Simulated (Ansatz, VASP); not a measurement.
## GaN: VASP beside Ansatz

INCAR

```
ALGO = Normal
EDIFF = 1E-6
ENCUT = 600
GGA = PE
GGA_COMPAT = F
ISIF = 2
ISMEAR = 0
LASPH = T
LCHARG = T
LELF = T
LREAL = F
LVHAR = T
LWAVE = F
NBANDS = 26
NELM = 120
PREC = Accurate
SIGMA = 0.01
```

Contents of KPOINTS:

```
k-points
0
Gamma
  12 12 6
```

The input POSCAR:

```
GaN
1.0
    3.2186242699      0.0000000000      0.0000000000
   -1.6093121350      2.7874103830      0.0000000000
    0.0000000000      0.0000000000      5.2435492390
Ga N
2 2
Direct
    0.3333333333      0.6666666667     -0.0183547758
    0.6666666667      0.3333333333      0.4816452242
    0.3333333333      0.6666666667      0.3953547758
    0.6666666667      0.3333333333      0.8953547758
```

Input for Ansatz:

```yaml
crystal:
  lattice:
    - [3.2186242699, 0.0, 0.0]
    - [-1.609312135, 2.787410383, 0.0]
    - [0.0, 0.0, 5.243549239]
  atoms:
    - { symbol: Ga, position: [0.3333333333, 0.6666666667, -0.0183547758] }
    - { symbol: Ga, position: [0.6666666667, 0.3333333333, 0.4816452242] }
    - { symbol: "N", position: [0.3333333333, 0.6666666667, 0.3953547758] }
    - { symbol: "N", position: [0.6666666667, 0.3333333333, 0.8953547758] }
basis:
  ecutwfc: 420
  xc_grid: 2
kpoints:
  mp_grid: { grid: [12, 12, 6] }
hamiltonian:
  xc: pbe
  pseudopotentials: { kind: paw, azcp: { folder: soft_1 } }
scf:
  occupations: { method: fixed }
output:
  forces: true
  stress: true
  eigenvalues: true
  polarization: {}
```

Change from the starting cell: polar distortion scaled by 0.70.

Alike in both runs: task single point; functional PBE; k mesh 12 × 12 × 6; no spin polarisation.

|  | VASP | Ansatz |
| --- | --- | --- |
| version | VASP 6.6.1 | Ansatz 0.2.0 |
| potentials or method | VASP PAW PBE potentials, release 64 (Ga_d, N), cutoff 600 eV | scalar-relativistic, plane waves, PAW |
| occupations | gaussian, width 0.01 eV | fixed |
| valence electrons in the cell | 36 | 36 |

Ansatz gave:

* gap on the k mesh at the Fermi level (eV): 1.52
* least direct gap on the mesh (eV): 1.52
* pressure (GPa): 2.5
* traceless stress, the component that is largest in VASP (GPa): -7.04
* rms of the force components (eV/Å): 0.683

Estimate VASP's values.

gap on the k mesh at the Fermi level (eV): 1.53; least direct gap on the mesh (eV): 1.53; pressure (GPa): 2.4; traceless stress, the component that is largest in VASP (GPa): -6.88; rms of the force components (eV/Å): 0.676.

Atom by atom the forces differ by 0.007 eV/Å (rms over components).
